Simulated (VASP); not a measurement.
# Al32H (a cell with a defect) in VASP: single point with LDA

Aim: the single point of Al32H (a cell with a defect) with LDA.

Everything below comes from runs of VASP 6.6.1. Logs are shortened: lines on timing, memory, paths and dates and some standing lists are left out, and cuts for length are marked.

**1. The cell of the first run**

The cell holds a defect, 33 atoms: a = 8.100 Å, b = 8.100 Å, c = 8.100 Å, α = 90.00°, β = 90.00°, γ = 90.00°.

**2. Single point, LDA**

File INCAR:

```
SYSTEM = Al32H
ALGO = Normal
EDIFF = 1E-6
ENCUT = 520
ISIF = 2
ISMEAR = 0
LASPH = .True.
LCHARG = .False.
LREAL = Auto
LWAVE = .False.
NBANDS = 70
NELM = 80
PREC = Accurate
SIGMA = 0.15
```

File KPOINTS:

```
k-points
0
Gamma
  3 3 3
  0 0 0
```

File POSCAR:

```
Al32H
1.0
    8.1000000000      0.0000000000      0.0000000000
    0.0000000000      8.1000000000      0.0000000000
    0.0000000000      0.0000000000      8.1000000000
Al H
32 1
Direct
    0.5004519753     -0.0009066667      0.0008474074
    0.7492985185      0.2509070370      0.0008432099
    0.7492870370     -0.0009400000      0.2496859259
    0.0022777778      0.0023969136     -0.0004307407
    0.2474720988      0.2475932099     -0.0004424691
    0.4904772840      0.4905724691     -0.0092383951
    0.7592574074      0.7593559259     -0.0091514815
    0.2474065432      0.0024918519      0.2509166667
    0.5004661728      0.2509982716      0.2496788889
    0.7594441975      0.4904727160      0.2597158025
    0.4992056790      0.0024851852      0.5027146914
    0.7505728395      0.2475617284      0.5026874074
    0.7505491358      0.0023988889      0.7478407407
   -0.0010393827      0.5005708642      0.0008308642
    0.2507767901      0.7494155556      0.0008606173
    0.0023535802      0.2475470370      0.2509076543
    0.2508406173      0.5006146914      0.2496656790
    0.4902958025      0.7596245679      0.2597974074
   -0.0001922222     -0.0000591358      0.5002098765
    0.2499448148      0.2500786420      0.5002017284
    0.5004958025      0.5006309877      0.4993170370
    0.7492577778      0.7493920988      0.4993475309
    0.2499291358     -0.0000517284      0.7503293827
    0.4992265432      0.2475833333      0.7478030864
    0.7493237037      0.5005581481      0.7512060494
   -0.0011002469      0.7494337037      0.2496980247
    0.0023408642      0.4993282716      0.5026895062
    0.2474167901      0.7506940741      0.5027111111
   -0.0001817284      0.2500593827      0.7503264198
    0.2474682716      0.4993403704      0.7478093827
    0.5004272840      0.7494534568      0.7512334568
    0.0022848148      0.7506619753      0.7478355556
    0.6247212346      0.6250359259      0.1255827160
```

Potentials or basis: VASP PAW LDA potentials, release 64 (Al, H).

Command:

```sh
$ cat potpaw_LDA.64/Al/POTCAR potpaw_LDA.64/H/POTCAR > POTCAR
$ mpirun -np 1 vasp_std > vasp.out
```

OUTCAR:

```text
SYSTEM = Al32H
   EDIFF = 1E-6
   ENCUT = 520
   ISIF = 2
   ISMEAR = 0
   LASPH = .True.
   LREAL = Auto
   NELM = 80
   PREC = Accurate

 ion  position               nearest neighbor table
   1  0.500  0.999  0.001-   3 2.85  18 2.86   7 2.86  31 2.86  15 2.86   2 2.87   9 2.87  23 2.87
                             5 2.87  24 2.87  13 2.88   8 2.88
   2  0.749  0.251  0.001-   9 2.85  10 2.86   6 2.86  25 2.86  14 2.86   1 2.87   3 2.87  29 2.87
                             4 2.87  13 2.87  24 2.88  16 2.88
   3  0.749  0.999  0.250-   1 2.85  18 2.86   7 2.86  26 2.86  22 2.86   2 2.87   9 2.87  19 2.87
                            12 2.87  16 2.87   4 2.88  11 2.88
   4  0.002  0.002  1.000-   7 2.78   5 2.81   8 2.84  16 2.84  23 2.85  29 2.85  15 2.87   2 2.87
                            26 2.88   3 2.88  13 2.88  32 2.88
   5  0.247  0.248  1.000-   6 2.78   4 2.81   8 2.84  16 2.84  23 2.85  29 2.85   1 2.87  14 2.87
                             9 2.88  17 2.88  30 2.88  24 2.88
   6  0.490  0.491  0.991-  33 1.89  24 2.78  30 2.78   5 2.78  25 2.86  31 2.86   2 2.86   9 2.86
                            17 2.86  15 2.86   7 3.08  10 3.08  18 3.08
   7  0.759  0.759  0.991-  33 1.89  32 2.78  13 2.78   4 2.78  25 2.86  31 2.86  14 2.86  26 2.86
                             1 2.86   3 2.86   6 3.08  10 3.08  18 3.08
   8  0.247  0.002  0.251-  18 2.78  16 2.81   5 2.84   4 2.84  20 2.85  19 2.85  26 2.87   9 2.87
                             1 2.88  15 2.88  28 2.88  11 2.88
   9  0.500  0.251  0.250-   2 2.85  10 2.86   6 2.86  17 2.86  21 2.86   1 2.87   3 2.87  20 2.87
[... 32 lines left out ...]
                            12 2.87  27 2.87  32 2.88  24 2.88
  26  0.999  0.749  0.250-  14 2.85  10 2.86   7 2.86   3 2.86  22 2.86  15 2.87  17 2.87  19 2.87
                            28 2.87   8 2.87   4 2.88  27 2.88
  27  0.002  0.499  0.503-  10 2.78  30 2.81  28 2.84  32 2.84  20 2.85  29 2.85  17 2.87  25 2.87
                            26 2.88  22 2.88  12 2.88  16 2.88
  28  0.247  0.751  0.503-  18 2.78  32 2.81  27 2.84  30 2.84  19 2.85  23 2.85  26 2.87  31 2.87
                            17 2.88  21 2.88  11 2.88   8 2.88
  29  1.000  0.250  0.750-  12 2.85   5 2.85   4 2.85  27 2.85  13 2.85  30 2.85  23 2.87  19 2.87
                            20 2.87  25 2.87  14 2.87   2 2.87
  30  0.247  0.499  0.748-   6 2.78  27 2.81  28 2.84  32 2.84  20 2.85  29 2.85  21 2.87  14 2.87
                            31 2.88  15 2.88   5 2.88  24 2.88
  31  0.500  0.749  0.751-  25 2.85   6 2.86   7 2.86   1 2.86  15 2.86  22 2.87  21 2.87  23 2.87
                            28 2.87  11 2.87  13 2.88  30 2.88
  32  0.002  0.751  0.748-   7 2.78  28 2.81  27 2.84  30 2.84  19 2.85  23 2.85  22 2.87  15 2.87
                            25 2.88  14 2.88   4 2.88  13 2.88
  33  0.625  0.625  0.126-  18 1.89  10 1.89   6 1.89   7 1.89

  LATTYP: Found a simple cubic cell.
 ALAT       =     8.1000000000

  Lattice vectors:

 A1 = (   8.1000000000,   0.0000000000,   0.0000000000)
 A2 = (   0.0000000000,   8.1000000000,   0.0000000000)
 A3 = (   0.0000000000,   0.0000000000,   8.1000000000)

Analysis of symmetry for initial positions (statically):
=====================================================================
 Subroutine PRICEL returns:
 Original cell was already a primitive cell.

 Routine SETGRP: Setting up the symmetry group for a
 simple cubic supercell.

 Subroutine GETGRP returns: Found  1 space group operations
 (whereof  1 operations were pure point group operations)
 out of a pool of 48 trial point group operations.

The static configuration has the point symmetry C_1 .

Analysis of symmetry for dynamics (positions and initial velocities):
=====================================================================
 Subroutine PRICEL returns:
 Original cell was already a primitive cell.

 Routine SETGRP: Setting up the symmetry group for a
 simple cubic supercell.

 Subroutine GETGRP returns: Found  1 space group operations
 (whereof  1 operations were pure point group operations)
 out of a pool of 48 trial point group operations.

The dynamic configuration has the point symmetry C_1 .

 Subroutine INISYM returns: Found  1 space group operations
 (whereof  1 operations are pure point group operations),
 and found     1 'primitive' translations

----------------------------------------------------------------------------------------

                                     Primitive cell

  volume of cell :     531.4410

  direct lattice vectors                    reciprocal lattice vectors
     8.100000000  0.000000000  0.000000000     0.123456790  0.000000000  0.000000000
     0.000000000  8.100000000  0.000000000     0.000000000  0.123456790  0.000000000
     0.000000000  0.000000000  8.100000000     0.000000000  0.000000000  0.123456790

  length of vectors
     8.100000000  8.100000000  8.100000000     0.123456790  0.123456790  0.123456790

  position of ions in fractional coordinates (direct lattice)
     0.500451975  0.999093333  0.000847407
     0.749298518  0.250907037  0.000843210
     0.749287037  0.999060000  0.249685926
     0.002277778  0.002396914  0.999569259
     0.247472099  0.247593210  0.999557531
     0.490477284  0.490572469  0.990761605
[... 25 lines left out ...]
     0.002284815  0.750661975  0.747835556
     0.624721235  0.625035926  0.125582716

  ion indices of the primitive-cell ions
   primitive index   ion index
                 1           1
                 2           2
                 3           3
                 4           4
                 5           5
                 6           6
[... 25 lines left out ...]
                32          32
                33          33

----------------------------------------------------------------------------------------

 KPOINTS: k-points

Automatic generation of k-mesh.
 Grid dimensions read from file:
 generate k-points for:    3    3    3

 Generating k-lattice:

  Cartesian coordinates                     Fractional coordinates (reciprocal lattice)
     0.041152263  0.000000000  0.000000000     0.333333333  0.000000000  0.000000000
     0.000000000  0.041152263  0.000000000     0.000000000  0.333333333  0.000000000
     0.000000000  0.000000000  0.041152263     0.000000000  0.000000000  0.333333333

  Length of vectors
     0.041152263  0.041152263  0.041152263

  Shift w.r.t. Gamma in fractional coordinates (k-lattice)
     0.000000000  0.000000000  0.000000000

 Subroutine IBZKPT returns following result:
 ===========================================

 Found     14 irreducible k-points:

 Following reciprocal coordinates:
            Coordinates               Weight
  0.000000  0.000000  0.000000      1.000000
  0.333333  0.000000  0.000000      2.000000
  0.000000  0.333333  0.000000      2.000000
  0.000000  0.000000  0.333333      2.000000
  0.333333  0.333333  0.000000      2.000000
  0.000000  0.333333  0.333333      2.000000
  0.333333  0.000000  0.333333      2.000000
 -0.333333  0.333333  0.000000      2.000000
 -0.333333  0.000000  0.333333      2.000000
  0.000000 -0.333333  0.333333      2.000000
  0.333333  0.333333  0.333333      2.000000
 -0.333333  0.333333  0.333333      2.000000
 -0.333333 -0.333333  0.333333      2.000000
  0.333333 -0.333333  0.333333      2.000000
   k-points           NKPTS =     14   k-points in BZ     NKDIM =     14   number of bands    NBANDS=     70
   number of dos      NEDOS =    301   number of ions     NIONS =     33
   total plane-waves  NPLWV = 216000
   dimension x,y,z NGX =    60 NGY =   60 NGZ =   60
   dimension x,y,z NGXF=   120 NGYF=  120 NGZF=  120
   ions per type =              32   1
   NGX,Y,Z   is equivalent  to a cutoff of  12.31, 12.31, 12.31 a.u.
   NGXF,Y,Z  is equivalent  to a cutoff of  24.63, 24.63, 24.63 a.u.
 SYSTEM =  Al32H
   PREC   = accura    normal or accurate (medium, high low for compatibility)
   ISTART =      0    job   : 0-new  1-cont  2-samecut
   ICHARG =      2    charge: 1-file 2-atom 10-const
   ISPIN  =      1    spin polarized calculation?
   LNONCOLLINEAR =      F non collinear calculations
   LSORBIT =      F    spin-orbit coupling
   LASPH  =      T    aspherical Exc in radial PAW
   ENCUT  =  520.0 eV  38.22 Ry    6.18 a.u.  15.06 15.06 15.06*2*pi/ulx,y,z
   NELM   =     80;   NELMIN=  2; NELMDL= -5     # of ELM steps
   EDIFF  = 0.1E-05   stopping-criterion for ELM
   LREAL  =      T    real-space projection
   EDIFFG = 0.1E-04   stopping-criterion for IOM
   NSW    =      0    number of steps for IOM
   IBRION =     -1    ionic relax: 0-MD 1-quasi-New 2-CG
   NFREE  =      0    steps in history (QN), initial steepest desc. (CG)
   ISIF   =      2    stress and relaxation
   ISYM   =      2    0-nonsym 1-usesym 2-fastsym
   POTIM  = 0.5000    time-step for ionic-motion
   TEBEG  =    0.0;   TEEND  =   0.0 temperature during run
   PSTRESS=    0.0 pullay stress
   NELECT =      97.0000    total number of electrons
   NUPDOWN=      -1.0000    fix difference up-down
   EMIN   =  10.00;   EMAX   =-10.00  energy-range for DOS
   EFERMI =   0.00;   METHOD = LEGACY
   ISMEAR =     0;   SIGMA  =   0.15  broadening in eV -4-tet -1-fermi 0-gaus
   EFERMI_NEDOS =   21; number of points for ismear=-14 and -15
   IALGO  =     38    algorithm
   IMIX   =      4    mixing-type and parameters
     AMIX     =   0.40;   BMIX     =  1.00
     AMIX_MAG =   1.60;   BMIX_MAG =  1.00
  volume/ion in A,a.u.               =      16.10       108.68
  Fermi-wavevector in a.u.,A,eV,Ry     =   0.928639  1.754874 11.733269  0.862371
  Thomas-Fermi vector in A             =   2.054837
   LORBIT       =      0    0 simple, 1 ext, 2 COOP (PROOUT), +10 PAW based schemes
   GGA     = CA    functional components
   LHFCALC =     F    Hartree Fock is set to
   AEXX    =    0.0000 exact exchange contribution
   IVDW    =     0    specifies the selected vdW correction
   LEPSILON=     F    determine dielectric tensor
   LRPA    =     F    only Hartree local field effects (RPA)
 non-spin polarized calculation
 Gauss-broadening in eV      SIGMA  =   0.15
  energy-cutoff  :      520.00
  volume of cell :      531.44
 maximum number of plane-waves:     14358
   NGX = 31   NGY = 31   NGZ = 31

 number of electron      96.9999998 magnetization

 Free energy of the ion-electron system (eV)
  ---------------------------------------------------
  ext. energy  EPLUGINS =         0.00000000
  ---------------------------------------------------
  free energy    TOTEN  =      -137.72090567 eV

  energy without entropy =     -137.64026289  energy(sigma->0) =     -137.68058428

 E-fermi :   7.6390     XC(G=0): -10.3409

 val. band max:        7.5079256918   @ k =  -0.3333  -0.3333   0.3333
 cond. band min:       7.6443718962   @ k =   0.0000   0.0000   0.3333
 fundamental gap:      0.1364462044
 Fermi energy:         7.6390143041

 k-point     1 :       0.0000    0.0000    0.0000
  band No.  band energies     occupation
      1      -3.4390      2.00000
      2      -1.7466      2.00000
      3      -1.1062      2.00000
      4      -1.1059      2.00000
      5      -1.1055      2.00000
      6      -1.0981      2.00000
[... 871 lines left out ...]
     59       9.5375      0.00000
     60       9.5379      0.00000
 [bands above 60 left out]

------------------------ aborting loop because EDIFF is reached ----------------------------------------

  FORCE on cell =-STRESS in cart. coord.  units (eV):
  Direction    XX          YY          ZZ          XY          YZ          ZX
  --------------------------------------------------------------------------------------
  -------------------------------------------------------------------------------------
  Total       -9.3250112     -9.3263723     -9.3269529     -0.0075918      0.0033853     -0.0002766
  in kB      -28.1128509    -28.1169542    -28.1187047     -0.0228875      0.0102059     -0.0008339
  external PRESSURE =     -28.1161699 kB  Pullay stress =       0.0000000 kB

 VOLUME and BASIS-vectors are now :
 -----------------------------------------------------------------------------
  energy-cutoff  :      520.00
  volume of cell :      531.44
      direct lattice vectors                 reciprocal lattice vectors
     8.100000000  0.000000000  0.000000000     0.123456790  0.000000000  0.000000000
     0.000000000  8.100000000  0.000000000     0.000000000  0.123456790  0.000000000
     0.000000000  0.000000000  8.100000000     0.000000000  0.000000000  0.123456790

 POSITION                                       TOTAL-FORCE (eV/Angst)
 -----------------------------------------------------------------------------------
      4.05366      8.09266      0.00686        -0.001845      0.002791     -0.002082
      6.06932      2.03235      0.00683         0.001874     -0.002244     -0.002000
      6.06922      8.09239      2.02246         0.001858      0.003431      0.001328
      0.01845      0.01942      8.09651        -0.001850     -0.001140      0.000665
      2.00452      2.00551      8.09642         0.001445      0.001474      0.000636
      3.97287      3.97364      8.02517         0.000110      0.001083      0.002144
[... 25 lines left out ...]
      0.01851      6.08036      6.05747        -0.001889     -0.000682      0.002424
      5.06024      5.06279      1.01722         0.000995     -0.000642     -0.001866
 -----------------------------------------------------------------------------------
    total drift:                                0.007864      0.000211     -0.016772

  FREE ENERGIE OF THE ION-ELECTRON SYSTEM (eV)
  ---------------------------------------------------
  free  energy   TOTEN  =      -137.7209056731 eV

  energy  without entropy=     -137.6402628933  energy(sigma->0) =     -137.68058428
```

Wall time 4.9 min (1 thread of Intel Xeon 6975P-C (Granite Rapids), shared host); peak memory 0.56 GiB.

What came out:

```yaml
Free_energy: -137.7209 eV
Pressure: -2.8 GPa
Largest_force: 0.005 eV/Å
Band_gap_on_the_k_mesh: zero (an odd number of electrons rules out a gap without spin polarisation)
```

Forces on the atoms (eV/Å):
```
Al  -0.002  0.003 -0.002
Al   0.002 -0.002 -0.002
Al   0.002  0.003  0.001
Al  -0.002 -0.001  0.001
Al   0.001  0.001  0.001
Al   0.000  0.001  0.002
Al   0.000  0.001  0.001
Al   0.002 -0.002  0.000
Al  -0.002 -0.004  0.002
Al  -0.003  0.002  0.000
Al   0.000 -0.002 -0.001
Al   0.000  0.002 -0.001
Al  -0.001 -0.001  0.003
Al   0.003 -0.002 -0.002
Al  -0.003  0.002 -0.002
Al  -0.002  0.002  0.000
Al  -0.004 -0.002  0.002
Al   0.002 -0.002 -0.001
Al   0.001  0.001  0.000
Al   0.000 -0.001  0.000
Al  -0.002 -0.003  0.003
Al   0.003  0.003  0.002
Al   0.000  0.001 -0.001
Al   0.001  0.001  0.002
Al   0.001 -0.001 -0.003
Al   0.004  0.001  0.001
Al  -0.002  0.000 -0.001
Al   0.001  0.000  0.000
Al   0.001 -0.001 -0.001
Al   0.001  0.000  0.003
Al  -0.001  0.001 -0.004
Al  -0.002 -0.001  0.002
H    0.001 -0.001 -0.002
```

The gap in the log of VASP goes by the Fermi energy; the results here count the filled bands.